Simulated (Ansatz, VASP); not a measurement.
One calculation of C17O, two programs

```
C O
1.0
     4.92989    0.00000    0.00000
    -0.00815    4.41330    0.00000
     0.00000    0.00000   23.66503
C O
17 1
Direct
  0.37457 0.74054 0.16903
  0.87457 0.74054 0.16903
  0.12440 0.63660 0.19201
  0.62440 0.63660 0.19201
  0.12405 0.42910 0.23805
  0.62405 0.42910 0.23805
  0.37388 0.32516 0.26103
  0.87388 0.32516 0.26103
  0.37353 0.11265 0.30707
  0.87353 0.11265 0.30707
  0.12336 0.00729 0.32900
  0.62336 0.00729 0.32900
  0.12299 0.78105 0.37481
  0.62299 0.78105 0.37481
  0.37283 0.68268 0.39362
  0.87283 0.68268 0.39362
  0.37283 0.43268 0.57744
  0.37283 0.43268 0.52884
```

Alike in both runs: task single point; functional PBE; dispersion D3(BJ); k mesh 6 × 6 × 1; occupations gaussian, width 0.05 eV; no spin polarisation.

|  | VASP | Ansatz |
| --- | --- | --- |
| version | VASP 6.6.1 | Ansatz 0.2.0 |
| potentials or method | VASP PAW PBE potentials, release 64 (C, O), cutoff 520 eV | scalar-relativistic, plane waves, PAW |
| valence electrons in the cell | 74 | 74 |

Ansatz gave:

| Item | Value |
| --- | --- |
| gap on the k mesh at the Fermi level (eV) | none |
| rms of the force components (eV/Å) | 0.790 |

Q: What did VASP give for the same quantities?

A: gap on the k mesh at the Fermi level (eV): none; rms of the force components (eV/Å): 0.738.

A gap of «none» marks a metal or a gap that the smearing closes. Ansatz's warnings: xc potential rough in thin density.

Noted on VASP's run: the standard files for N, O and F lose accuracy on very short bonds.
